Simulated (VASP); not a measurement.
# Ir5Ru: relaxation of shape and atoms at fixed volume with PBE

Crystal: Ir5Ru.

```
Ru Ir
1.0
     2.75445    0.00000    0.00000
    -1.37723    2.38543    0.00000
     0.00000    0.00000   13.52178
Ru Ir
1 5
Direct
  0.00000 0.00000 0.50000
  0.33333 0.66667 0.83311
  0.66667 0.33333 0.66383
  0.33333 0.66667 0.33617
  0.66667 0.33333 0.16689
  0.00000 0.00000 0.00000
```

* Program: VASP 6.6.1
* Task: relaxation of shape and atoms at fixed volume
* Functional: PBE
* Potentials or basis: VASP PAW PBE potentials, release 64 (Ru_pv, Ir)
* Cutoff: 600 eV
* k mesh: 18 × 18 × 4
* Occupations: gaussian, width 0.1 eV
* Spin: no spin polarisation
* Dipole correction: no
* Further INCAR settings: ALGO = Fast; EDIFF = 1e-06; IBRION = 2; EDIFFG = -0.01; NSW = 50; ISIF = 4

| Property | Result |
| --- | --- |
| Energy gained by relaxing | 0.3 meV/atom |
| Ionic steps | 2 |
| Pressure after relaxing | -9.0 GPa |
| Largest force after relaxing | 0.009 eV/Å |

Forces on the atoms (eV/Å):
```
Ru   0.000  0.000  0.000
Ir   0.000  0.000  0.007
Ir   0.000  0.000 -0.009
Ir   0.000  0.000  0.009
Ir   0.000  0.000 -0.007
Ir   0.000  0.000  0.000
```

Stress tensor (GPa, compression positive):
```
-8.94  0.00  0.00
 0.00 -8.94  0.00
 0.00  0.00 -9.09
```

Step by step:
| step | energy change (eV) | largest force (eV/Å) | pressure (GPa) | volume (Å³) |
| --- | --- | --- | --- | --- |
| 1 | 0.0000 | 0.0288 | -9.00 | 88.85 |
| 2 | -0.0017 | 0.0089 | -8.99 | 88.85 |

Final structure:
```
CELL_PARAMETERS angstrom
2.75406 0.00000 0.00000
-1.37703 2.38509 0.00000
0.00000 0.00000 13.52560
ATOMIC_POSITIONS crystal
Ru 0.00000 0.00000 0.50000
Ir 0.33333 0.66667 0.83320
Ir 0.66667 0.33333 0.66372
Ir 0.33333 0.66667 0.33628
Ir 0.66667 0.33333 0.16680
Ir 0.00000 0.00000 0.00000
```

Levels at points of the mesh, in eV from the Fermi level:
```tsv
k point	band 26	band 27	band 28	band 29	band 30	band 31	band 32	band 33
(0.00, 0.00, 0.00)	-2.50	-1.16	-1.16	-1.14	-1.14	-0.76	-0.76	-0.32
(0.50, 0.00, 0.00)	0.87	0.93	0.94	0.99	1.03	1.15	1.30	1.48
(0.00, 0.00, 0.50)	-1.48	-1.16	-1.15	-1.15	-0.92	-0.92	-0.84	-0.84
(0.50, 0.00, 0.50)	0.44	0.71	0.88	0.99	1.04	1.16	1.24	1.52
```

Run time: 31 min on 1 thread of Oxide Virtual Turin-like Processor (shared host), peak memory 0.55 GiB.

Caveat: the highest band is partly filled, so the run has too few bands; spin-orbit coupling is left out, which moves the levels of the heavy elements.
